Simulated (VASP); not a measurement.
Set up this calculation in VASP 6.6.1, as the native input.

| Item | Value |
| --- | --- |
| Task | single point |
| Functional | PBE |
| Potentials or basis | VASP PAW PBE potentials, release 64 (Sb) |
| Cutoff | 520 eV |
| k mesh | 7 × 7 × 10 |
| Occupations | fermi-dirac, width 0.1 eV |
| Spin | no spin polarisation |
| Dipole correction | no |
| Further INCAR settings | ALGO = Normal; EDIFF = 1e-07; NBANDS = 14 |

The structure of Sb lies in POSCAR:

```
Sb
1.0
    5.4352300737      0.0000000000      0.0000000000
   -2.7176150368      4.7070473193      0.0000000000
    0.0000000000      0.0000000000      3.2405322130
Sb
3
Direct
    0.0000000000      0.0000000000      1.0000000000
    0.3333333333      0.6666666667      0.5000000000
    0.6666666667      0.3333333333      0.5000000000
```

This isn't the form of Sb at room conditions, which is rhombohedral.

These files were run (other wordings do the same):

INCAR

```
PREC = Accurate
ENCUT = 520
EDIFF = 1E-7
ISMEAR = -1
SIGMA = 0.1
LREAL = False
LASPH = True
NELM = 100
ALGO = Normal
ISIF = 2
LWAVE = False
LCHARG = False
GGA = PE
NBANDS = 14
```

KPOINTS

```
Automatic mesh
0
Gamma
  7 7 10
```

Potentials or basis: VASP PAW PBE potentials, release 64 (Sb).

The run is started by

```sh
$ cat potpaw_PBE.64/Sb/POTCAR > POTCAR
$ mpirun -np 1 vasp_std > vasp.out
```

Results of the run:

```json
{
  "Pressure": "-0.1 GPa",
  "Band gap on the k mesh": "zero (an odd number of electrons rules out a gap without spin polarisation)"
}
```

Caveat: spin-orbit coupling is left out, which moves the levels of the heavy elements.

It took 49 s on 1 thread of Intel Xeon 8259CL (shared host), peak memory 0.2 GiB.
